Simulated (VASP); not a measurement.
Here is a VASP 6.6.1 calculation.

File INCAR:

```
  PREC = Accurate
  ENCUT = 520
  EDIFF = 1E-6
  ISMEAR = 0
  SIGMA = 0.1
  LREAL = F
  LASPH = T
  NELM = 100
  ALGO = Normal
  ISIF = 2
  LWAVE = F
  LCHARG = F
  GGA = PE
  NBANDS = 31
```

The input KPOINTS:

```
regular mesh
0
Gamma
  6 6 4
```

File POSCAR:

```
Sn2TeO2
1.0
    4.0688430371      0.0000000000      0.0000000000
   -2.0344215186      3.5237214342      0.0000000000
    0.0000000000      0.0000000000      6.7694676696
Sn Te O
2 1 2
Direct
    0.3333333333      0.6666666667      0.2985646881
    0.6666666667      0.3333333333      0.7014353119
    0.0000000000      0.0000000000      0.0000000000
    0.3333333333      0.6666666667      0.6097741524
    0.6666666667      0.3333333333      0.3902258476
```

Potentials or basis: VASP PAW PBE potentials, release 64 (Sn_d, Te, O).

The run is started by

```bash
$ cat potpaw_PBE.64/Sn_d/POTCAR potpaw_PBE.64/Te/POTCAR potpaw_PBE.64/O/POTCAR > POTCAR
$ mpirun -np 1 vasp_std > vasp.out
```

Question: Estimate the band gap on the k mesh.

Answer: Zero (band 23 reaches 7.29 eV, above the bottom of band 24 at 6.94 eV).

Question: Estimate the pressure.

Answer: 0.3 GPa.

Question: Estimate the largest force.

Answer: 0.067 eV/Å.

Stress tensor (GPa, compression positive):
```
0.10 0.00 0.00
0.00 0.10 0.00
0.00 0.00 0.61
```

Caveat: spin-orbit coupling is left out, which moves the levels of the heavy elements.
